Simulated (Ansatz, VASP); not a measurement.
## BaS in VASP and in Ansatz

File POSCAR:

```
BaS
1.0
    3.1937500000      3.1937500000      0.0000000000
   -3.1937500000      3.1937500000      0.0000000000
    0.0000000000      3.1937500000      3.1937500000
Ba S
1 1
Direct
    0.0000000000      0.0000000000      0.0000000000
    0.5000000000      0.5000000000      0.0000000000
```

File INCAR.step1:

```
SYSTEM = BaS
ALGO = Normal ; EDIFF = 1E-4
ENCUT = 600 ; GGA = PE
ISMEAR = -1 ; LASPH = .True.
LCHARG = .False. ; LREAL = .False.
LWAVE = .True. ; NELM = 100
PREC = Accurate ; SIGMA = 0.08
```

File INCAR.step2:

```
SYSTEM = BaS
ALGO = Normal ; EDIFF = 1E-6
EDIFFG = -0.002 ; ENCUT = 600
IBRION = 2 ; ISIF = 3
ISMEAR = -1 ; ISTART = 1
LASPH = .True. ; LCHARG = .False.
LMIXTAU = .True. ; LREAL = .False.
LWAVE = .False. ; METAGGA = R2SCAN
NELM = 100 ; NSW = 100
PREC = Accurate ; SIGMA = 0.08
```

File KPOINTS:

```
k-points
0
Gamma
  10 10 10
  0 0 0
```

Input for Ansatz:

```yaml
crystal:
  lattice:
    - [3.19375, 3.19375, 0.0]
    - [-3.19375, 3.19375, 0.0]
    - [0.0, 3.19375, 3.19375]
  atoms:
    - { symbol: Ba, position: [0.0, 0.0, 0.0] }
    - { symbol: S, position: [0.5, 0.5, 0.0] }
kpoints:
  mp_grid: { grid: [10, 10, 10] }
scf:
  occupations: { method: fermi_dirac, width: 0.08 }
hamiltonian:
  xc: r2scan
  pseudopotentials: { kind: paw }
relax:
  f_tol: 0.002
  max_steps: 80
  cell: {}
output:
  forces: true
  stress: true
```

Alike in both runs: task relaxation of cell and atoms; functional r2SCAN; k mesh 10 × 10 × 10; occupations fermi-dirac, width 0.08 eV; no spin polarisation.

```csv
,VASP,Ansatz
version,VASP 6.6.1,Ansatz 0.2.0
potentials or method,"VASP PAW PBE potentials, release 64 (Ba_sv, S)","PAW with Ansatz's default frozen-core files, scalar-relativistic"
plane-wave cutoff (eV),600,500
valence electrons in the cell,16,16
```

|  | VASP | Ansatz | Ansatz less VASP |
| --- | --- | --- | --- |
| relaxed volume (Å³/atom) | 33.56 | 33.16 | -0.404 |
| relaxed length of the cell vector where the two differ most in proportion (Å) | 4.562 | 4.543 | -0.0184 |

VASP's potentials were made for PBE, not for r2SCAN.

Spin-orbit coupling is off throughout.
